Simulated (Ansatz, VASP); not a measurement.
One calculation of HfN, two programs

The input INCAR:

```
  PREC = Accurate
  ENCUT = 520
  EDIFF = 1E-6
  ISMEAR = 0
  SIGMA = 0.15
  LREAL = False
  LASPH = True
  NELM = 100
  ALGO = Normal
  ISIF = 2
  LWAVE = False
  LCHARG = True
  GGA = PE
  LELF = True
  LVHAR = True
  NBANDS = 14
```

Contents of KPOINTS:

```
Automatic mesh
0
Gamma
  22 22 22
```

Contents of POSCAR:

```
HfN
1.0
    0.1279066816      2.2738965619      2.2738965619
    2.4018032435      0.0000000000      2.4018032435
    2.2738965619      2.2738965619      0.1279066816
Hf N
1 1
Direct
    0.0000000000      0.0000000000      0.0000000000
    0.5000000000      0.5000000000      0.5000000000
```

Input for Ansatz:

```yaml
crystal:
  lattice:
    - [0.1279066816, 2.2738965619, 2.2738965619]
    - [2.4018032435, 0.0, 2.4018032435]
    - [2.2738965619, 2.2738965619, 0.1279066816]
  atoms:
    - { symbol: Hf, position: [0.0, 0.0, 0.0] }
    - { symbol: "N", position: [0.5, 0.5, 0.5] }
basis:
  ecutwfc: 420
kpoints:
  mp_grid: { grid: [22, 22, 22] }
hamiltonian:
  xc: pbe
scf:
  occupations: { method: gaussian, width: 0.15 }
output:
  forces: true
  stress: true
  eigenvalues: true
```

Change from the starting cell: strain +0.1125 x Voigt [0, 0, 0, 0, 1, 0], atoms carried along.

Alike in both runs: task single point; functional PBE; k mesh 22 × 22 × 22; occupations gaussian, width 0.15 eV; no spin polarisation.

```csv
,VASP,Ansatz
version,VASP 6.6.1,Ansatz 0.2.0
potentials or method,"VASP PAW PBE potentials, release 64 (Hf_pv, N), cutoff 520 eV","scalar-relativistic, plane waves, PAW"
valence electrons in the cell,15,31
```

```tsv
	VASP	Ansatz	Ansatz less VASP
gap on the k mesh at the Fermi level (eV)	none	none	-
pressure (GPa)	-1.2	1.2	+2.33
traceless stress, the component that is largest in VASP (GPa)	-14.53	-14.32	+0.218
```

A gap of «none» marks a metal or a gap that the smearing closes. With one functional, cell and mesh, what is left measures potentials, basis and numerics. VASP's potentials hold 15 valence electrons a cell and Ansatz's 31, so a difference there can come from the potentials and not from the codes.

Spin-orbit coupling is off throughout.
